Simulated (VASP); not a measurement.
A run of VASP 6.6.1:

File INCAR:

```
PREC = Accurate
ENCUT = 550
EDIFF = 1E-6
ISMEAR = 0
SIGMA = 0.15
LREAL = False
LASPH = True
NELM = 300
ALGO = All
ISIF = 2
LWAVE = False
LCHARG = False
GGA = PS
NBANDS = 25
GGA_COMPAT = False
ISEARCH = 1
KPAR = 4
```

KPOINTS

```
Automatic mesh
0
Gamma
  12 12 14
```

File POSCAR:

```
Ti
1.0
    4.4336000000      0.0000000000      0.0000000000
   -2.2168000000      3.8396102302      0.0000000000
    0.0000000000      0.0000000000      2.5968000000
Ti
3
Direct
    0.0000000000      0.0000000000      0.0000000000
    0.3333333333      0.6666666667      0.5000000000
    0.6666666667      0.3333333333      0.5000000000
```

Potentials or basis: VASP PAW PBE potentials, release 64 (Ti_sv).

The run is started by

```console
$ cat potpaw_PBE.64/Ti_sv/POTCAR > POTCAR
$ mpirun -np 4 vasp_std > vasp.out
```

Hardware: 4 MPI ranks on AMD EPYC 7R43 64-Core Processor (Zen 3) (shared host).

How long does it take, and how much memory?

Run time: 2.4 min on 4 MPI ranks on AMD EPYC 7R43 64-Core Processor (Zen 3), with other jobs on the host, peak memory 0.38 GiB a rank. Counts: scf iterations 25, k points 152.
